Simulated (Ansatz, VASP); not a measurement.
**Ta4N5 in VASP and in Ansatz**

```xyz
9
Lattice="-3.4128 3.4128 2.1269 3.4128 -3.4128 2.1269 3.4128 3.4128 -2.1269" Properties=species:S:1:pos:R:3 pbc="T T T"
Ta    0.7158    1.9411    2.1269
Ta    1.9411   -0.7158    2.1269
Ta    1.4717    4.1286    0.0000
Ta    2.6970    1.4717    0.0000
N     0.0000    0.0000    2.1269
N    -1.3247    2.7860    2.1269
N     2.7860    1.3247    2.1269
N     0.6268    2.0881    0.0000
N     4.7375    0.6268    0.0000
```

Alike in both runs: functional PBEsol; k mesh 10 × 10 × 10; occupations gaussian, width 0.1 eV; no spin polarisation.

Ansatz relaxed the structure, and its values are those at the end. VASP's run is a single point on that final structure, the one shown.

```csv
,VASP,Ansatz
version,VASP 6.6.1,Ansatz 0.2.0
potentials or method,"VASP PAW PBE potentials, release 64 (Ta_pv, N), cutoff 520 eV","scalar-relativistic, plane waves, PAW"
valence electrons in the cell,69,77
```

|  | VASP | Ansatz | Ansatz less VASP |
| --- | --- | --- | --- |
| gap on the k mesh at the Fermi level (eV) | none | none | - |
| pressure (GPa) | 0.8 | 0.0 | -0.83 |
| rms of the force components (eV/Å) | 0.009 | 0.000 | -0.0088 |

VASP's potentials were made for PBE, not for PBEsol. A gap of «none» marks a metal or a gap that the smearing closes. The functional is the same, so the differences come from potentials, cutoffs and numerics. VASP's potentials hold 69 valence electrons a cell and Ansatz's 77, so a difference there can come from the potentials and not from the codes.

Spin-orbit coupling is off throughout.
